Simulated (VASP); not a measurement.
# Ta8N9 (F-43m) in VASP: single point with LDA

Aim: the single point of Ta8N9 with LDA.

All numbers are computed with VASP 6.6.1; they aren't measurements. Logs are shortened: lines on timing, memory, paths and dates and some standing lists are left out, and cuts for length are marked.

### Step 1. The cell of the first run

It takes space group F-43m (No. 216, cubic). The conventional cell has a = 8.882 Å, b = 8.882 Å, c = 8.882 Å, α = 90.00°, β = 90.00°, γ = 90.00°. Within 2.5 Å of Ta (site symmetry 3m) lie 7 N at 1.92 to 2.42 Å. Within 2.8 Å of Ta (site symmetry 3m) lie 6 N at 2.13 to 2.25 Å. Within 2.8 Å of N (site symmetry 3m) lie 6 Ta at 2.13 to 2.42 Å and 4 N at 2.24 to 2.62 Å. Within 3.0 Å of N (site symmetry 3m) lie 6 Ta at 2.15 to 2.25 Å and 3 N at 2.91 Å. N (site symmetry -43m) has 4 Ta at 1.92 Å and 4 N at 2.24 Å within 2.5 Å.

### Step 2. Single point, LDA

The input, INCAR:

```
PREC = Accurate
ENCUT = 520
EDIFF = 1E-6
ISMEAR = 0
SIGMA = 0.2
LREAL = Auto
LASPH = T
NELM = 80
ALGO = Normal
ISIF = 2
LWAVE = F
LCHARG = T
LELF = T
LVHAR = T
NBANDS = 80
```

The input, KPOINTS:

```
regular mesh
0
Gamma
  12 12 12
```

The input, POSCAR:

```
Ta8N9
1.0
    0.0000000000      4.4409997391      4.4409997391
    4.4409997391      0.0000000000      4.4409997391
    4.4409997391      4.4409997391      0.0000000000
Ta N
8 9
Direct
    0.0002907904      0.0002907904      0.0002907904
    0.0002907904      0.0002907904      0.4991276289
    0.0002907904      0.4991276289      0.0002907904
   -0.0214588816      0.5071529605      0.5071529605
    0.4991276289      0.0002907904      0.0002907904
    0.5071529605     -0.0214588816      0.5071529605
    0.5071529605      0.5071529605     -0.0214588816
    0.5071529605      0.5071529605      0.5071529605
    0.2705861261      0.2705861261      0.2705861261
    0.2705861261      0.2705861261      0.6882416218
    0.2705861261      0.6882416218      0.2705861261
    0.2226282936      0.7591239021      0.7591239021
    0.6882416218      0.2705861261      0.2705861261
    0.7591239021      0.2226282936      0.7591239021
    0.7591239021      0.7591239021      0.2226282936
    0.7591239021      0.7591239021      0.7591239021
    0.1250000000      0.1250000000      0.1250000000
```

Potentials or basis: VASP PAW LDA potentials, release 64 (Ta_pv, N).

The run is started by

```
cat potpaw_LDA.64/Ta_pv/POTCAR potpaw_LDA.64/N/POTCAR > POTCAR
mpirun -np 1 vasp_std > vasp.out
```

OUTCAR:

```text
PREC = Accurate
   ENCUT = 520
   EDIFF = 1E-6
   ISMEAR = 0
   LREAL = Auto
   LASPH = T
   NELM = 80
   ISIF = 2

 ion  position               nearest neighbor table
   1  0.000  0.000  0.000-  17 1.92  15 2.15  12 2.15  14 2.15  11 2.42  10 2.42  13 2.42   3 3.13
                             5 3.13   2 3.13   4 3.14   6 3.14   6 3.14   7 3.14   4 3.14   7 3.14
   2  0.000  0.000  0.499-  17 1.92  14 2.15  12 2.15  16 2.15   9 2.42  13 2.42  11 2.42   3 3.13
                             5 3.13   1 3.13   6 3.14   4 3.14   8 3.14   8 3.14   6 3.14   4 3.14
   3  0.000  0.499  0.000-  17 1.92  15 2.15  12 2.15  16 2.15   9 2.42  13 2.42  10 2.42   2 3.13
                             5 3.13   1 3.13   7 3.14   4 3.14   8 3.14   8 3.14   7 3.14   4 3.14
   4  0.979  0.507  0.507-   9 2.13  10 2.13  11 2.13  14 2.25  15 2.25  16 2.25   6 2.96   7 2.96
                             8 2.96   2 3.14   3 3.14   1 3.14   1 3.14   3 3.14   2 3.14   8 3.32
   5  0.499  0.000  0.000-  17 1.92  15 2.15  14 2.15  16 2.15   9 2.42  10 2.42  11 2.42   2 3.13
                             3 3.13   1 3.13   7 3.14   6 3.14   8 3.14   8 3.14   7 3.14   6 3.14
   6  0.507  0.979  0.507-   9 2.13  10 2.13  13 2.13  12 2.25  15 2.25  16 2.25   4 2.96   7 2.96
                             8 2.96   2 3.14   5 3.14   1 3.14   1 3.14   2 3.14   5 3.14   4 3.32
   7  0.507  0.507  0.979-   9 2.13  11 2.13  13 2.13  12 2.25  14 2.25  16 2.25   4 2.96   6 2.96
                             8 2.96   5 3.14   3 3.14   1 3.14   1 3.14   3 3.14   5 3.14   4 3.32
   8  0.507  0.507  0.507-  10 2.13  11 2.13  13 2.13  12 2.25  14 2.25  15 2.25   4 2.96   6 2.96
                             7 2.96   3 3.14   5 3.14   2 3.14   5 3.14   2 3.14   3 3.14   7 3.32
   9  0.271  0.271  0.271-   4 2.13   6 2.13   7 2.13   5 2.42   3 2.42   2 2.42
  10  0.271  0.271  0.688-   8 2.13   6 2.13   4 2.13   1 2.42   3 2.42   5 2.42
  11  0.271  0.688  0.271-   8 2.13   7 2.13   4 2.13   1 2.42   2 2.42   5 2.42
  12  0.223  0.759  0.759-   2 2.15   3 2.15   1 2.15   6 2.25   7 2.25   8 2.25
  13  0.688  0.271  0.271-   8 2.13   7 2.13   6 2.13   1 2.42   3 2.42   2 2.42
  14  0.759  0.223  0.759-   2 2.15   5 2.15   1 2.15   4 2.25   7 2.25   8 2.25
  15  0.759  0.759  0.223-   3 2.15   5 2.15   1 2.15   4 2.25   6 2.25   8 2.25
  16  0.759  0.759  0.759-   2 2.15   3 2.15   5 2.15   4 2.25   6 2.25   7 2.25
  17  0.125  0.125  0.125-   1 1.92   2 1.92   3 1.92   5 1.92

  LATTYP: Found a face centered cubic cell.
 ALAT       =     8.8819994782

  Lattice vectors:

 A1 = (   0.0000000000,   4.4409997391,   4.4409997391)
 A2 = (   4.4409997391,   0.0000000000,   4.4409997391)
 A3 = (   4.4409997391,   4.4409997391,   0.0000000000)

Analysis of symmetry for initial positions (statically):
=====================================================================
 Subroutine PRICEL returns:
 Original cell was already a primitive cell.

 Routine SETGRP: Setting up the symmetry group for a
 face centered cubic supercell.

 Subroutine GETGRP returns: Found 24 space group operations
 (whereof  6 operations were pure point group operations)
 out of a pool of 48 trial point group operations.

The static configuration has the point symmetry C_3v.
 The point group associated with its full space group is T_d .

Analysis of symmetry for dynamics (positions and initial velocities):
=====================================================================
 Subroutine PRICEL returns:
 Original cell was already a primitive cell.

 Routine SETGRP: Setting up the symmetry group for a
 face centered cubic supercell.

 Subroutine GETGRP returns: Found 24 space group operations
 (whereof  6 operations were pure point group operations)
 out of a pool of 48 trial point group operations.

The dynamic configuration has the point symmetry C_3v.
 The point group associated with its full space group is T_d .

 Subroutine INISYM returns: Found 24 space group operations
 (whereof  6 operations are pure point group operations),
 and found     1 'primitive' translations

----------------------------------------------------------------------------------------

                                     Primitive cell

  volume of cell :     175.1750

  direct lattice vectors                    reciprocal lattice vectors
     0.000000000  4.440999739  4.440999739    -0.112587262  0.112587262  0.112587262
     4.440999739  0.000000000  4.440999739     0.112587262 -0.112587262  0.112587262
     4.440999739  4.440999739  0.000000000     0.112587262  0.112587262 -0.112587262

  length of vectors
     6.280522062  6.280522062  6.280522062     0.195006858  0.195006858  0.195006858

  position of ions in fractional coordinates (direct lattice)
     0.000290790  0.000290790  0.000290790
     0.000290790  0.000290790  0.499127629
     0.000290790  0.499127629  0.000290790
     0.978541118  0.507152961  0.507152961
     0.499127629  0.000290790  0.000290790
     0.507152961  0.978541118  0.507152961
[... 9 lines left out ...]
     0.759123902  0.759123902  0.759123902
     0.125000000  0.125000000  0.125000000

  ion indices of the primitive-cell ions
   primitive index   ion index
                 1           1
                 2           2
                 3           3
                 4           4
                 5           5
                 6           6
[... 9 lines left out ...]
                16          16
                17          17

----------------------------------------------------------------------------------------

 KPOINTS: regular mesh

Automatic generation of k-mesh.
 Grid dimensions read from file:
 generate k-points for:   12   12   12

 Generating k-lattice:

  Cartesian coordinates                     Fractional coordinates (reciprocal lattice)
    -0.009382272  0.009382272  0.009382272     0.083333333  0.000000000  0.000000000
     0.009382272 -0.009382272  0.009382272     0.000000000  0.083333333  0.000000000
     0.009382272  0.009382272 -0.009382272     0.000000000  0.000000000  0.083333333

  Length of vectors
     0.016250571  0.016250571  0.016250571

  Shift w.r.t. Gamma in fractional coordinates (k-lattice)
     0.000000000  0.000000000  0.000000000

 Subroutine IBZKPT returns following result:
 ===========================================

 Found     72 irreducible k-points:

 Following reciprocal coordinates:
            Coordinates               Weight
  0.000000  0.000000  0.000000      1.000000
  0.083333  0.000000  0.000000      8.000000
  0.166667  0.000000  0.000000      8.000000
  0.250000  0.000000  0.000000      8.000000
  0.333333  0.000000  0.000000      8.000000
  0.416667  0.000000  0.000000      8.000000
[... 16 lines left out ...]
  0.500000  0.166667  0.000000     24.000000
 -0.416667  0.166667  0.000000     24.000000
 [... further k-points ...]
   k-points           NKPTS =     72   k-points in BZ     NKDIM =     72   number of bands    NBANDS=     80
   number of dos      NEDOS =    301   number of ions     NIONS =     17
   total plane-waves  NPLWV = 110592
   dimension x,y,z NGX =    48 NGY =   48 NGZ =   48
   dimension x,y,z NGXF=    96 NGYF=   96 NGZF=   96
   ions per type =               8   9
   NGX,Y,Z   is equivalent  to a cutoff of  12.71, 12.71, 12.71 a.u.
   NGXF,Y,Z  is equivalent  to a cutoff of  25.41, 25.41, 25.41 a.u.
 SYSTEM =  unknown system
   PREC   = accura    normal or accurate (medium, high low for compatibility)
   ISTART =      0    job   : 0-new  1-cont  2-samecut
   ICHARG =      2    charge: 1-file 2-atom 10-const
   ISPIN  =      1    spin polarized calculation?
   LNONCOLLINEAR =      F non collinear calculations
   LSORBIT =      F    spin-orbit coupling
   LASPH  =      T    aspherical Exc in radial PAW
   ENCUT  =  520.0 eV  38.22 Ry    6.18 a.u.  11.68 11.68 11.68*2*pi/ulx,y,z
   NELM   =     80;   NELMIN=  2; NELMDL= -5     # of ELM steps
   EDIFF  = 0.1E-05   stopping-criterion for ELM
   LREAL  =      T    real-space projection
   EDIFFG = 0.1E-04   stopping-criterion for IOM
   NSW    =      0    number of steps for IOM
   IBRION =     -1    ionic relax: 0-MD 1-quasi-New 2-CG
   NFREE  =      0    steps in history (QN), initial steepest desc. (CG)
   ISIF   =      2    stress and relaxation
   ISYM   =      2    0-nonsym 1-usesym 2-fastsym
   POTIM  = 0.5000    time-step for ionic-motion
   TEBEG  =    0.0;   TEEND  =   0.0 temperature during run
   PSTRESS=    0.0 pullay stress
   NELECT =     133.0000    total number of electrons
   NUPDOWN=      -1.0000    fix difference up-down
   EMIN   =  10.00;   EMAX   =-10.00  energy-range for DOS
   EFERMI =   0.00;   METHOD = LEGACY
   ISMEAR =     0;   SIGMA  =   0.20  broadening in eV -4-tet -1-fermi 0-gaus
   EFERMI_NEDOS =   21; number of points for ismear=-14 and -15
   IALGO  =     38    algorithm
   IMIX   =      4    mixing-type and parameters
     AMIX     =   0.40;   BMIX     =  1.00
     AMIX_MAG =   1.60;   BMIX_MAG =  1.00
  volume/ion in A,a.u.               =      10.30        69.54
  Fermi-wavevector in a.u.,A,eV,Ry     =   1.493486  2.822280 30.347821  2.230502
  Thomas-Fermi vector in A             =   2.605881
   LORBIT       =      0    0 simple, 1 ext, 2 COOP (PROOUT), +10 PAW based schemes
   GGA     = CA    functional components
   LHFCALC =     F    Hartree Fock is set to
   AEXX    =    0.0000 exact exchange contribution
   IVDW    =     0    specifies the selected vdW correction
   LEPSILON=     F    determine dielectric tensor
   LRPA    =     F    only Hartree local field effects (RPA)
 non-spin polarized calculation
 Gauss-broadening in eV      SIGMA  =   0.20
  energy-cutoff  :      520.00
  volume of cell :      175.18
 maximum number of plane-waves:      4744
   NGX = 23   NGY = 23   NGZ = 23

 number of electron     133.0000011 magnetization

 Free energy of the ion-electron system (eV)
  ---------------------------------------------------
  ext. energy  EPLUGINS =         0.00000000
  ---------------------------------------------------
  free energy    TOTEN  =      -199.42492675 eV

  energy without entropy =     -199.26071700  energy(sigma->0) =     -199.34282187

 E-fermi :   9.1299     XC(G=0): -13.6723

 val. band max:        9.1290833495   @ k =   0.3333   0.1667   0.0833
 cond. band min:       9.1384329115   @ k =  -0.4167   0.4167   0.1667
 fundamental gap:      0.0093495619
 Fermi energy:         9.1298545167

 k-point     1 :       0.0000    0.0000    0.0000
  band No.  band energies     occupation
      1     -27.4435      2.00000
      2     -27.1119      2.00000
      3     -27.1119      2.00000
      4     -27.1119      2.00000
      5     -26.9749      2.00000
      6     -26.9749      2.00000
[... 70 lines left out ...]
     77      11.0823      0.00000
     78      11.5215      0.00000

 k-point     2 :       0.0833    0.0000    0.0000
  band No.  band energies     occupation
      1     -27.4351      2.00000
      2     -27.1060      2.00000
      3     -27.1060      2.00000
      4     -27.1031      2.00000
      5     -26.9698      2.00000
      6     -26.9698      2.00000
[... 70 lines left out ...]
     77      11.1063      0.00000
     78      11.5866      0.00000
[... 1699 lines left out ...]
     77      11.4366      0.00000
     78      11.6484      0.00000

 k-point    24 :      -0.4167    0.1667    0.0000
  band No.  band energies     occupation
      1     -27.2661      2.00000
      2     -26.9898      2.00000
      3     -26.9755      2.00000
      4     -26.9166      2.00000
      5     -26.8893      2.00000
      6     -26.8709      2.00000
[... 70 lines left out ...]
     77      11.4732      0.00000
     78      11.5766      0.00000

 [... further k-points ...]

 [bands above 78 left out]

------------------------ aborting loop because EDIFF is reached ----------------------------------------

  FORCE on cell =-STRESS in cart. coord.  units (eV):
  Direction    XX          YY          ZZ          XY          YZ          ZX
  --------------------------------------------------------------------------------------
  -------------------------------------------------------------------------------------
  Total        2.2047732      2.2047732      2.2047732     -0.0000000      0.0000000     -0.0000000
  in kB       20.1651873     20.1651873     20.1651873     -0.0000000      0.0000000     -0.0000000
  external PRESSURE =      20.1651873 kB  Pullay stress =       0.0000000 kB

 VOLUME and BASIS-vectors are now :
 -----------------------------------------------------------------------------
  energy-cutoff  :      520.00
  volume of cell :      175.18
      direct lattice vectors                 reciprocal lattice vectors
     0.000000000  4.440999739  4.440999739    -0.112587262  0.112587262  0.112587262
     4.440999739  0.000000000  4.440999739     0.112587262 -0.112587262  0.112587262
     4.440999739  4.440999739  0.000000000     0.112587262  0.112587262 -0.112587262

 POSITION                                       TOTAL-FORCE (eV/Angst)
 -----------------------------------------------------------------------------------
      0.00258      0.00258      0.00258        -0.044147     -0.044147     -0.044147
      2.21792      2.21792      0.00258         0.044147      0.044147     -0.044147
      2.21792      0.00258      2.21792         0.044147     -0.044147      0.044147
      4.50453      6.59797      6.59797         0.025074     -0.025074     -0.025074
      0.00258      2.21792      2.21792        -0.044147      0.044147      0.044147
      6.59797      4.50453      6.59797        -0.025074      0.025074     -0.025074
[... 9 lines left out ...]
      6.74254      6.74254      6.74254        -0.015670     -0.015670     -0.015670
      1.11025      1.11025      1.11025         0.000000      0.000000      0.000000
 -----------------------------------------------------------------------------------
    total drift:                                0.000000      0.000000      0.000000

  FREE ENERGIE OF THE ION-ELECTRON SYSTEM (eV)
  ---------------------------------------------------
  free  energy   TOTEN  =      -199.4249267501 eV

  energy  without entropy=     -199.2607169988  energy(sigma->0) =     -199.34282187
```

It took 20 min on 1 thread of Intel Xeon 6975P-C (Granite Rapids), shared host; peak memory 0.69 GiB.

Results:

```yaml
Free_energy: -199.4249 eV
Pressure: 2.0 GPa
Largest_force: 0.076 eV/Å
Band_gap_on_the_k_mesh: zero (an odd number of electrons rules out a gap without spin polarisation)
```

Forces in eV/Å, atoms in the order of the input:
```
Ta  -0.044 -0.044 -0.044
Ta   0.044  0.044 -0.044
Ta   0.044 -0.044  0.044
Ta   0.025 -0.025 -0.025
Ta  -0.044  0.044  0.044
Ta  -0.025  0.025 -0.025
Ta  -0.025 -0.025  0.025
Ta   0.025  0.025  0.025
N   -0.020 -0.020 -0.020
N    0.020  0.020 -0.020
N    0.020 -0.020  0.020
N   -0.016  0.016  0.016
N   -0.020  0.020  0.020
N    0.016 -0.016  0.016
N    0.016  0.016 -0.016
N   -0.016 -0.016 -0.016
N    0.000  0.000  0.000
```

Levels at points of the mesh, in eV from the Fermi level:
```
           k point  band 64  band 65  band 66  band 67  band 68  band 69
(0.00, 0.00, 0.00)     0.24     0.24     0.24     0.24     0.24     1.38
(0.50, 0.00, 0.00)    -1.80    -1.76    -0.42    -0.24    -0.24     0.56
(0.50, 0.50, 0.00)    -1.12     0.02     0.04     0.04     0.20     0.74
```

Caveat: spin-orbit coupling is left out, which moves the levels of the heavy elements.
